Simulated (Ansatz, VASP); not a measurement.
# Al5InAs6 in VASP and in Ansatz

```
Al In As
1.0
     3.86600    0.00000    0.00000
    -1.93300    3.34806    0.00000
     0.00000    0.00000   19.06941
Al In As
5 1 6
Direct
  0.66667 0.33333 0.16686
  0.66667 0.33333 0.50020
  0.66667 0.33333 0.83353
  0.33333 0.66667 0.00020
  0.33333 0.66667 0.33353
  0.33333 0.66667 0.66686
  0.66667 0.33333 0.29164
  0.66667 0.33333 0.62497
  0.66667 0.33333 0.95830
  0.33333 0.66667 0.12497
  0.33333 0.66667 0.45830
  0.33333 0.66667 0.79164
```

Alike in both runs: task single point; functional PBE; k mesh 6 × 6 × 1; occupations gaussian, width 0.1 eV; no spin polarisation.

|  | VASP | Ansatz |
| --- | --- | --- |
| version | VASP 6.6.1 | Ansatz 0.2.0 |
| potentials or method | VASP PAW PBE potentials, release 64 (Al, In_d, As), cutoff 520 eV | scalar-relativistic, plane waves, PAW |
| valence electrons in the cell | 58 | 118 |

|  | VASP | Ansatz | Ansatz less VASP |
| --- | --- | --- | --- |
| gap on the k mesh at the Fermi level (eV) | 1.38 | 1.39 | +0.015 |
| least direct gap on the mesh (eV) | 1.80 | 1.81 | +0.007 |
| pressure (GPa) | 17.0 | 16.7 | -0.28 |
| rms of the force components (eV/Å) | 0.524 | 0.524 | +0.0008 |

Atom by atom the forces differ by 0.001 eV/Å (rms over components). VASP's potentials hold 58 valence electrons a cell and Ansatz's 118, so a difference there can come from the potentials and not from the codes.
